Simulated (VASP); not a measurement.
A run of VASP 6.6.1 is set up as follows.

The input INCAR:

```
SYSTEM = CaO
ALGO = Normal ; EDIFF = 1E-6
ENCUT = 600 ; GGA_COMPAT = .FALSE.
ISIF = 2 ; ISMEAR = 0
LASPH = .TRUE. ; LCHARG = .FALSE.
LREAL = .FALSE. ; LWAVE = .FALSE.
NBANDS = 15 ; NELM = 120
PREC = Accurate ; SIGMA = 0.02
```

File KPOINTS:

```
k-points
0
G
  8 8 8
  0 0 0
```

File POSCAR:

```
CaO
1.0
    0.0000000000      2.3536833232      2.3536833232
    2.3536833232      0.0000000000      2.3536833232
    2.3536833232      2.3536833232      0.0000000000
Ca O
1 1
Direct
    0.0000000000      0.0000000000      0.0000000000
    0.5000000000      0.5000000000      0.5000000000
```

Potentials or basis: VASP PAW LDA potentials, release 64 (Ca_sv, O).

The run is started by

```sh
$ cat potpaw_LDA.64/Ca_sv/POTCAR potpaw_LDA.64/O/POTCAR > POTCAR
$ mpirun -np 1 vasp_std > vasp.out
```

(1) Predict the pressure.

(2) What does it give for the band gap on the k mesh?

Answers

(1) 0.9 GPa.

(2) 3.42 eV (least direct gap 3.78 eV).
